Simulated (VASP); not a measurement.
**RbBr: single point with PBE**

The system is RbBr.

```
Rb Br
1.0
     4.29112    0.00000    0.00000
     0.00000    4.29112    0.00000
     0.00000    0.00000    4.12608
Rb Br
1 1
Direct
  0.00000 0.00000 0.00000
  0.50000 0.50000 0.50000
```

This cell differs from its parent crystal: strain +0.040 along x and y, +0.000 along z.

| Quantity | Value |
| --- | --- |
| Program | VASP 6.6.1 |
| Task | single point |
| Functional | PBE |
| Potentials or basis | VASP PAW PBE potentials, release 64 (Rb_sv, Br) |
| Cutoff | 520 eV |
| k mesh | 6 × 6 × 6 |
| Occupations | gaussian, width 0.05 eV |
| Spin | no spin polarisation |
| Dipole correction | no |
| Further INCAR settings | ALGO = Normal; EDIFF = 1e-07; NBANDS = 15 |

| Property | Result |
| --- | --- |
| Pressure | -0.3 GPa |
| Band gap on the k mesh | 3.71 eV, indirect (least direct gap 3.84 eV) |

Stress tensor (GPa, compression positive):
```
-0.69  0.00  0.00
 0.00 -0.69  0.00
 0.00  0.00  0.39
```

Levels at points of the mesh, in eV from the valence-band top:
```tsv
k point	band 6	band 7	band 8	band 9	band 10	band 11
(0.00, 0.00, 0.00)	-0.32	-0.32	-0.13	3.71	5.47	5.62
(0.50, 0.00, 0.00)	-1.63	-0.38	-0.17	6.61	6.65	7.08
(0.50, 0.50, 0.00)	-1.07	-1.07	0.00	5.07	6.20	8.03
(0.00, 0.00, 0.50)	-1.64	-0.34	-0.34	6.66	6.80	7.25
(0.50, 0.00, 0.50)	-1.11	-1.03	-0.16	5.20	5.94	7.60
(0.50, 0.50, 0.50)	-1.30	-1.25	-1.25	7.81	7.81	7.94
```

Wall time 14 s on 1 thread of AMD EPYC 9R45 96-Core Processor (Zen 5), with other jobs on the host, peak memory 0.16 GiB.

Caveat: the cell differs from its parent crystal (strain +0.040 along x and y, +0.000 along z). A k mesh can miss the band edges.
